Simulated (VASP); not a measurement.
Wanted: the native input for a VASP 6.6.1 run.

```yaml
Task: single point
Functional: PBE
Potentials_or_basis: VASP PAW PBE potentials, release 64 (Rb_sv, Ag)
Cutoff: 520 eV
k_mesh: 4 × 4 × 4
Occupations: fermi-dirac, width 0.1 eV
Spin: no spin polarisation
Dipole_correction: no
Further_INCAR_settings: ALGO = Normal; EDIFF = 1e-06; NBANDS = 27
```

The structure of Rb3Ag lies in POSCAR:

```
Rb3Ag
1.0
    6.1361480000      0.0000000000      0.0000000000
    0.0000000000      6.1361480000      0.0000000000
    0.0000000000      0.0000000000      6.1361480000
Rb Ag
3 1
Direct
    0.0000000000      0.5000000000      0.5000000000
    0.5000000000      0.0000000000      0.5000000000
    0.5000000000      0.5000000000      0.0000000000
    0.0000000000      0.0000000000      0.0000000000
```

These files were run (other wordings do the same):

INCAR

```
SYSTEM = Rb3Ag
PREC = Accurate
ENCUT = 520
EDIFF = 1E-6
ISMEAR = -1
SIGMA = 0.1
LREAL = .False.
LASPH = .True.
NELM = 100
ALGO = Normal
ISIF = 2
LWAVE = .False.
LCHARG = .False.
GGA = PE
NBANDS = 27
```

KPOINTS

```
regular mesh
0
Gamma
  4 4 4
  0 0 0
```

Potentials or basis: VASP PAW PBE potentials, release 64 (Rb_sv, Ag).

Run with:

```sh
$ cat potpaw_PBE.64/Rb_sv/POTCAR potpaw_PBE.64/Ag/POTCAR > POTCAR
$ mpirun -np 1 vasp_std > vasp.out
```

Results of the run:

```yaml
Pressure: 0.0 GPa
Band_gap_on_the_k_mesh: zero (bands 19 and 20 overlap by 0.93 eV)
```

Run time: 38 s on 1 thread of Intel(R) Xeon(R) Platinum 8375C CPU @ 2.90GHz (Ice Lake) (shared host), peak memory 0.33 GiB.
